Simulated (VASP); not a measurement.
Al2O3 (Al2O3 (R-3c)), 10 atoms in the cell. It takes space group R-3c (No. 167, trigonal). The conventional cell has a = 4.805 Å, b = 4.805 Å, c = 13.116 Å, α = 90.00°, β = 90.00°, γ = 120.00°. Al (site symmetry 3) has 6 O at 1.87 to 1.99 Å within 2.5 Å. Within 2.5 Å of O (site symmetry 2) lie 4 Al at 1.87 to 1.99 Å. 

| Quantity | Value |
| --- | --- |
| Program | VASP 6.6.1 |
| Task | relaxation of cell and atoms |
| Functional | PBE |
| Potentials or basis | VASP PAW PBE potentials, release 64 (Al, O) |
| Cutoff | 600 eV |
| k mesh | 7 × 7 × 7 |
| Occupations | gaussian, width 0.01 eV |
| Spin | no spin polarisation |
| Dipole correction | no |
| Further INCAR settings | ALGO = Normal; EDIFF = 1e-06; IBRION = 2; EDIFFG = -0.005; NSW = 80; ISIF = 3 |

Potentials or basis: VASP PAW PBE potentials, release 64 (Al, O).

Command:

```sh
$ cat potpaw_PBE.64/Al/POTCAR potpaw_PBE.64/O/POTCAR > POTCAR
$ mpirun -np 1 vasp_std > vasp.out
```

Hardware: 1 thread of Intel(R) Xeon(R) Platinum 8259CL CPU @ 2.50GHz (Skylake/Cascade Lake) (shared host).

Question: How long does it take, and how much memory?

Answer: Run time: 3 min on 1 thread of Intel(R) Xeon(R) Platinum 8259CL CPU @ 2.50GHz (Skylake/Cascade Lake), on a shared host, peak memory 0.31 GiB. Counts: scf iterations 17, k points 44, ion steps 2.
